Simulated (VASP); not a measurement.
# InO in VASP: notebook

Runs on InO. Level: PBE. Tasks: single point.

Program: VASP 6.6.1. These are calculated values, not measurements. Logs are shortened: lines on timing, memory, paths and dates and some standing lists are left out, and cuts for length are marked.

### Step 1. The cell of the first run

The cell holds a slab with vacuum, 4 atoms: a = 3.177 Å, b = 3.177 Å, c = 16.512 Å, α = 90.00°, β = 90.00°, γ = 120.00°.

### Step 2. Single point, PBE (strain -0.080 along x and y, +0.040 along z)

INCAR reads:

```
SYSTEM = InO
PREC = Accurate
ENCUT = 520
EDIFF = 1E-6
ISMEAR = 0
SIGMA = 0.03
LREAL = .False.
LASPH = .True.
NELM = 100
ALGO = Normal
ISIF = 2
LWAVE = .False.
LCHARG = .False.
GGA = PE
NBANDS = 27
```

KPOINTS reads:

```
regular mesh
0
Gamma
  12 12 2
  0 0 0
```

POSCAR reads:

```
InO
1.0
    3.1773246972      0.0000000000      0.0000000000
   -1.5886623486      2.7516439038      0.0000000000
    0.0000000000      0.0000000000     16.5121840000
In O
2 2
Direct
    0.6666666667      0.3333333333      0.5900210000
    0.6666666667      0.3333333333      0.4099790000
    0.0000000000      0.0000000000      0.6398670000
    0.0000000000      0.0000000000      0.3601330000
```

Potentials or basis: VASP PAW PBE potentials, release 64 (In_d, O).

The run is started by

```bash
$ cat potpaw_PBE.64/In_d/POTCAR potpaw_PBE.64/O/POTCAR > POTCAR
$ mpirun -np 1 vasp_std > vasp.out
```

OUTCAR:

```text
SYSTEM = InO
   PREC = Accurate
   ENCUT = 520
   EDIFF = 1E-6
   ISMEAR = 0
   LREAL = .False.
   LASPH = .True.
   NELM = 100
   ISIF = 2
   GGA = PE

 ion  position               nearest neighbor table
   1  0.667  0.333  0.590-   3 2.01   3 2.01   3 2.01   2 2.97
   2  0.667  0.333  0.410-   4 2.01   4 2.01   4 2.01   1 2.97
   3  0.000  0.000  0.640-   1 2.01   1 2.01   1 2.01
   4  0.000  0.000  0.360-   2 2.01   2 2.01   2 2.01

  LATTYP: Found a hexagonal cell.
 ALAT       =     3.1773246972
 C/A-ratio  =     5.1968827783

  Lattice vectors:

 A1 = (   3.1773246972,   0.0000000000,   0.0000000000)
 A2 = (  -1.5886623486,   2.7516439038,   0.0000000000)
 A3 = (   0.0000000000,   0.0000000000,  16.5121840000)

Analysis of symmetry for initial positions (statically):
=====================================================================
 Subroutine PRICEL returns:
 Original cell was already a primitive cell.

 Routine SETGRP: Setting up the symmetry group for a
 hexagonal supercell.

 Subroutine GETGRP returns: Found 12 space group operations
 (whereof 12 operations were pure point group operations)
 out of a pool of 24 trial point group operations.

The static configuration has the point symmetry D_3h.

Analysis of symmetry for dynamics (positions and initial velocities):
=====================================================================
 Subroutine PRICEL returns:
 Original cell was already a primitive cell.

 Routine SETGRP: Setting up the symmetry group for a
 hexagonal supercell.

 Subroutine GETGRP returns: Found 12 space group operations
 (whereof 12 operations were pure point group operations)
 out of a pool of 24 trial point group operations.

The dynamic configuration has the point symmetry D_3h.

 Subroutine INISYM returns: Found 12 space group operations
 (whereof 12 operations are pure point group operations),
 and found     1 'primitive' translations

----------------------------------------------------------------------------------------

                                     Primitive cell

  volume of cell :     144.3638

  direct lattice vectors                    reciprocal lattice vectors
     3.177324697  0.000000000  0.000000000     0.314730188  0.181709559  0.000000000
    -1.588662349  2.751643904  0.000000000     0.000000000  0.363419118  0.000000000
     0.000000000  0.000000000 16.512184000     0.000000000  0.000000000  0.060561341

  length of vectors
     3.177324697  3.177324697 16.512184000     0.363419118  0.363419118  0.060561341

  position of ions in fractional coordinates (direct lattice)
     0.666666667  0.333333333  0.590021000
     0.666666667  0.333333333  0.409979000
     0.000000000  0.000000000  0.639867000
     0.000000000  0.000000000  0.360133000

  ion indices of the primitive-cell ions
   primitive index   ion index
                 1           1
                 2           2
                 3           3
                 4           4

----------------------------------------------------------------------------------------

 KPOINTS: regular mesh

Automatic generation of k-mesh.
 Grid dimensions read from file:
 generate k-points for:   12   12    2

 Generating k-lattice:

  Cartesian coordinates                     Fractional coordinates (reciprocal lattice)
     0.026227516  0.015142463  0.000000000     0.083333333 -0.000000000  0.000000000
     0.000000000  0.030284926  0.000000000     0.000000000  0.083333333  0.000000000
     0.000000000  0.000000000  0.030280670     0.000000000  0.000000000  0.500000000

  Length of vectors
     0.030284926  0.030284926  0.030280670

  Shift w.r.t. Gamma in fractional coordinates (k-lattice)
     0.000000000  0.000000000  0.000000000

 Subroutine IBZKPT returns following result:
 ===========================================

 Found     38 irreducible k-points:

 Following reciprocal coordinates:
            Coordinates               Weight
  0.000000  0.000000  0.000000      1.000000
  0.083333  0.000000  0.000000      6.000000
  0.166667  0.000000  0.000000      6.000000
  0.250000  0.000000  0.000000      6.000000
  0.333333  0.000000  0.000000      6.000000
  0.416667  0.000000  0.000000      6.000000
[... 16 lines left out ...]
  0.250000  0.000000  0.500000      6.000000
  0.333333  0.000000  0.500000      6.000000
 [... further k-points ...]
   k-points           NKPTS =     38   k-points in BZ     NKDIM =     38   number of bands    NBANDS=     27
   number of dos      NEDOS =    301   number of ions     NIONS =      4
   total plane-waves  NPLWV =  72576
   dimension x,y,z NGX =    24 NGY =   24 NGZ =  126
   dimension x,y,z NGXF=    48 NGYF=   48 NGZF=  252
   ions per type =               2   2
   NGX,Y,Z   is equivalent  to a cutoff of  12.56, 12.56, 12.69 a.u.
   NGXF,Y,Z  is equivalent  to a cutoff of  25.11, 25.11, 25.37 a.u.
 SYSTEM =  InO
   PREC   = accura    normal or accurate (medium, high low for compatibility)
   ISTART =      0    job   : 0-new  1-cont  2-samecut
   ICHARG =      2    charge: 1-file 2-atom 10-const
   ISPIN  =      1    spin polarized calculation?
   LNONCOLLINEAR =      F non collinear calculations
   LSORBIT =      F    spin-orbit coupling
   LASPH  =      T    aspherical Exc in radial PAW
   ENCUT  =  520.0 eV  38.22 Ry    6.18 a.u.   5.91  5.91 30.70*2*pi/ulx,y,z
   NELM   =    100;   NELMIN=  2; NELMDL= -5     # of ELM steps
   EDIFF  = 0.1E-05   stopping-criterion for ELM
   LREAL  =      F    real-space projection
   EDIFFG = 0.1E-04   stopping-criterion for IOM
   NSW    =      0    number of steps for IOM
   IBRION =     -1    ionic relax: 0-MD 1-quasi-New 2-CG
   NFREE  =      0    steps in history (QN), initial steepest desc. (CG)
   ISIF   =      2    stress and relaxation
   ISYM   =      2    0-nonsym 1-usesym 2-fastsym
   POTIM  = 0.5000    time-step for ionic-motion
   TEBEG  =    0.0;   TEEND  =   0.0 temperature during run
   PSTRESS=    0.0 pullay stress
   NELECT =      38.0000    total number of electrons
   NUPDOWN=      -1.0000    fix difference up-down
   EMIN   =  10.00;   EMAX   =-10.00  energy-range for DOS
   EFERMI =   0.00;   METHOD = LEGACY
   ISMEAR =     0;   SIGMA  =   0.03  broadening in eV -4-tet -1-fermi 0-gaus
   EFERMI_NEDOS =   21; number of points for ismear=-14 and -15
   IALGO  =     38    algorithm
   IMIX   =      4    mixing-type and parameters
     AMIX     =   0.40;   BMIX     =  1.00
     AMIX_MAG =   1.60;   BMIX_MAG =  1.00
  volume/ion in A,a.u.               =      36.09       243.55
  Fermi-wavevector in a.u.,A,eV,Ry     =   1.049180  1.982662 14.976997  1.100778
  Thomas-Fermi vector in A             =   2.184132
   LORBIT       =      0    0 simple, 1 ext, 2 COOP (PROOUT), +10 PAW based schemes
   GGA     = PE    functional components
   LHFCALC =     F    Hartree Fock is set to
   AEXX    =    0.0000 exact exchange contribution
   IVDW    =     0    specifies the selected vdW correction
   LEPSILON=     F    determine dielectric tensor
   LRPA    =     F    only Hartree local field effects (RPA)
 non-spin polarized calculation
 Gauss-broadening in eV      SIGMA  =   0.03
  energy-cutoff  :      520.00
  volume of cell :      144.36
 maximum number of plane-waves:      3918
 NGX is ok and might be reduce to    24
   NGX = 11   NGY = 11   NGZ = 61

 number of electron      37.9999981 magnetization

 Free energy of the ion-electron system (eV)
  ---------------------------------------------------
  ext. energy  EPLUGINS =         0.00000000
  ---------------------------------------------------
  free energy    TOTEN  =       -18.43184207 eV

  energy without entropy =      -18.43159944  energy(sigma->0) =      -18.43172075

 E-fermi :  -0.4585     XC(G=0):  -5.1111

 val. band max:       -0.4587345790   @ k =   0.3333   0.3333   0.0000
 cond. band min:      -0.1824048646   @ k =   0.0833   0.0000   0.5000
 fundamental gap:      0.2763297144
 Fermi energy:        -0.4584846207

 k-point     1 :       0.0000    0.0000    0.0000
  band No.  band energies     occupation
      1     -19.9491      2.00000
      2     -19.9320      2.00000
      3     -14.8302      2.00000
      4     -14.8302      2.00000
      5     -14.8027      2.00000
      6     -14.8027      2.00000
[... 19 lines left out ...]
     26       9.1872      0.00000
     27      10.6986      0.00000

 k-point     2 :       0.0833    0.0000    0.0000
  band No.  band energies     occupation
      1     -19.9304      2.00000
      2     -19.9145      2.00000
      3     -14.8166      2.00000
      4     -14.7967      2.00000
      5     -14.7791      2.00000
      6     -14.7686      2.00000
[... 19 lines left out ...]
     26       9.3382      0.00000
     27       9.4977      0.00000

 k-point     3 :       0.1667    0.0000    0.0000
  band No.  band energies     occupation
      1     -19.8833      2.00000
      2     -19.8705      2.00000
      3     -14.7645      2.00000
      4     -14.7076      2.00000
      5     -14.7034      2.00000
      6     -14.6763      2.00000
[... 19 lines left out ...]
     26       7.6259      0.00000
     27       9.7705      0.00000

 k-point     4 :       0.2500    0.0000    0.0000
  band No.  band energies     occupation
      1     -19.8288      2.00000
      2     -19.8196      2.00000
      3     -14.6890      2.00000
      4     -14.6011      2.00000
      5     -14.6003      2.00000
      6     -14.5567      2.00000
[... 19 lines left out ...]
     26       8.0741      0.00000
     27       8.6633      0.00000
[... 516 lines left out ...]
      4     -14.7076      2.00000
      5     -14.7034      2.00000
      6     -14.6763      2.00000
[... 19 lines left out ...]
     26       8.2292      0.00000
     27       9.2388      0.00000

 k-point    23 :       0.2500    0.0000    0.5000
  band No.  band energies     occupation
      1     -19.8288      2.00000
      2     -19.8195      2.00000
      3     -14.6890      2.00000
      4     -14.6011      2.00000
      5     -14.6003      2.00000
      6     -14.5567      2.00000
[... 19 lines left out ...]
     26       8.3342      0.00000
     27       9.1155      0.00000

 k-point    24 :       0.3333    0.0000    0.5000
  band No.  band energies     occupation
      1     -19.7859      2.00000
      2     -19.7788      2.00000
      3     -14.6657      2.00000
      4     -14.5588      2.00000
      5     -14.5271      2.00000
      6     -14.4572      2.00000
[... 19 lines left out ...]
     26       8.3396      0.00000
     27       9.0698      0.00000

 [... further k-points ...]

------------------------ aborting loop because EDIFF is reached ----------------------------------------

  FORCE on cell =-STRESS in cart. coord.  units (eV):
  Direction    XX          YY          ZZ          XY          YZ          ZX
  --------------------------------------------------------------------------------------
  -------------------------------------------------------------------------------------
  Total       13.0333075     13.0333075      1.4981028      0.0000000     -0.0000000      0.0000000
  in kB      144.6461487    144.6461487     16.6262320      0.0000000     -0.0000000      0.0000000
  external PRESSURE =     101.9728431 kB  Pullay stress =       0.0000000 kB

 VOLUME and BASIS-vectors are now :
 -----------------------------------------------------------------------------
  energy-cutoff  :      520.00
  volume of cell :      144.36
      direct lattice vectors                 reciprocal lattice vectors
     3.177324697  0.000000000  0.000000000     0.314730188  0.181709559  0.000000000
    -1.588662349  2.751643904  0.000000000     0.000000000  0.363419118  0.000000000
     0.000000000  0.000000000 16.512184000     0.000000000  0.000000000  0.060561341

 POSITION                                       TOTAL-FORCE (eV/Angst)
 -----------------------------------------------------------------------------------
      1.58866      0.91721      9.74254        -0.000000      0.000000     -2.257649
      1.58866      0.91721      6.76965        -0.000000     -0.000000      2.257649
      0.00000      0.00000     10.56560         0.000000      0.000000      1.792180
      0.00000      0.00000      5.94658         0.000000     -0.000000     -1.792180
 -----------------------------------------------------------------------------------
    total drift:                                0.000000     -0.000000      0.000000

  FREE ENERGIE OF THE ION-ELECTRON SYSTEM (eV)
  ---------------------------------------------------
  free  energy   TOTEN  =       -18.4318420670 eV

  energy  without entropy=      -18.4315994354  energy(sigma->0) =      -18.43172075
```

It took 4.3 min on 1 thread of Intel Xeon 8259CL, shared host; peak memory 0.31 GiB.

Results:

```
Free energy            : -18.4318 eV
Largest force          : 2.258 eV/Å
Band gap on the k mesh : zero (bands 19 and 20 overlap by 0.05 eV)
```

Forces in eV/Å, atoms in the order of the input:
```
In   0.000  0.000 -2.258
In   0.000  0.000  2.258
O    0.000  0.000  1.792
O    0.000  0.000 -1.792
```

Caveat: the cell differs from its parent crystal (strain -0.080 along x and y, +0.040 along z); there is no dipole correction, which matters where the two faces differ; spin-orbit coupling is left out, which moves the levels of the heavy elements.

(Continued in part 2 of 2.)

The gap in the log of VASP goes by the Fermi energy; the results here count the filled bands.